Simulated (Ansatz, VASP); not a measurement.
## One calculation of Au, two programs

Contents of INCAR:

```
SYSTEM = Au
ALGO     = Normal         ! electronic algorithm
EDIFF    = 1E-6           ! SCF threshold, eV
ENCUT    = 500            ! plane-wave cutoff, eV
GGA      = PE             ! functional
GGA_COMPAT= .False.      
ISIF     = 2              ! what is computed and relaxed
ISMEAR   = -1             ! smearing method
LASPH    = .True.         ! aspherical terms in the spheres
LCHARG   = .True.         ! write CHGCAR
LELF     = .True.         ! ELF
LREAL    = .False.        ! projectors in reciprocal space
LVHAR    = .True.       
LWAVE    = .False.        ! write WAVECAR
NBANDS   = 12             ! bands
NELM     = 120            ! most SCF steps
PREC     = Accurate       ! precision mode
SIGMA    = 0.15           ! smearing width, eV
```

File KPOINTS:

```
k-points
0
Gamma
  10 10 10
  0 0 0
```

Contents of POSCAR:

```
Au
1.0
   -1.6572700000      1.6572700000      1.6572700000
    1.6572700000     -1.6572700000      1.6572700000
    1.6572700000      1.6572700000     -1.6572700000
Au
1
Direct
    0.0000000000      0.0000000000      0.0000000000
```

Input for Ansatz:

```yaml
crystal:
  lattice:
    - [-1.65727, 1.65727, 1.65727]
    - [1.65727, -1.65727, 1.65727]
    - [1.65727, 1.65727, -1.65727]
  atoms:
    - { symbol: Au, position: [0.0, 0.0, 0.0] }
basis:
  ecutwfc: 500.0
kpoints:
  mp_grid:
    grid: [10, 10, 10]
hamiltonian:
  xc: pbe
scf:
  occupations:
    method: fermi_dirac
    width: 0.15
output:
  stress: true
```

Alike in both runs: task single point; functional PBE; k mesh 10 × 10 × 10; occupations fermi-dirac, width 0.15 eV; no spin polarisation.

```csv
,VASP,Ansatz
version,VASP 6.6.1,Ansatz 0.2.0
potentials or method,"VASP PAW PBE potentials, release 64 (Au), cutoff 500 eV","plane waves, PAW"
valence electrons in the cell,11,19
```

|  | VASP | Ansatz | Ansatz less VASP |
| --- | --- | --- | --- |
| pressure (GPa) | -1.5 | -1.3 | +0.20 |

The functional is the same, so the differences come from potentials, cutoffs and numerics. VASP's potentials hold 11 valence electrons a cell and Ansatz's 19, so a difference there can come from the potentials and not from the codes.

Neither program's run includes spin-orbit coupling.
